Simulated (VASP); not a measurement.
SiC: single point with r2SCAN

The system is SiC.

```
Si C
1.0
     3.07530    0.00000    0.00000
    -1.53765    2.66329    0.00000
     0.00000    0.00000    5.04834
Si C
2 2
Direct
  0.33333 0.66667 0.49960
  0.66667 0.33333 0.99960
  0.33333 0.66667 0.87540
  0.66667 0.33333 0.37540
```

```json
{
 "Program": "VASP 6.6.1",
 "Task": "single point",
 "Functional": "r2SCAN",
 "Potentials or basis": "VASP PAW PBE potentials, release 64 (Si, C)",
 "Cutoff": "520 eV",
 "k mesh": "12 × 12 × 6",
 "Occupations": "gaussian, width 0.02 eV",
 "Spin": "no spin polarisation",
 "Dipole correction": "no",
 "Further INCAR settings": "ALGO = Normal; EDIFF = 1e-07; NBANDS = 16"
}
```

- Pressure: -0.2 GPa
- Band gap on the k mesh: 2.66 eV, indirect (least direct gap 4.48 eV)

Levels at points of the mesh, in eV from the valence-band top:
| k point | band 6 | band 7 | band 8 | band 9 | band 10 | band 11 |
| --- | --- | --- | --- | --- | --- | --- |
| (0.00, 0.00, 0.00) | -0.11 | 0.00 | 0.00 | 5.38 | 6.77 | 7.19 |
| (0.50, 0.00, 0.00) | -3.48 | -3.36 | -1.26 | 3.23 | 4.66 | 7.47 |
| (0.00, 0.00, 0.50) | -0.75 | -0.75 | -0.75 | 6.50 | 6.50 | 7.89 |
| (0.50, 0.00, 0.50) | -2.56 | -2.44 | -2.44 | 3.72 | 3.72 | 5.79 |

Run time: 2.8 min on 1 thread of Intel(R) Xeon(R) Platinum 8488C (Sapphire Rapids), on a shared host, peak memory 0.18 GiB.

Caveat: the PAW data sets were made with another functional, which shifts forces and pressure a little. A k mesh can miss the band edges.
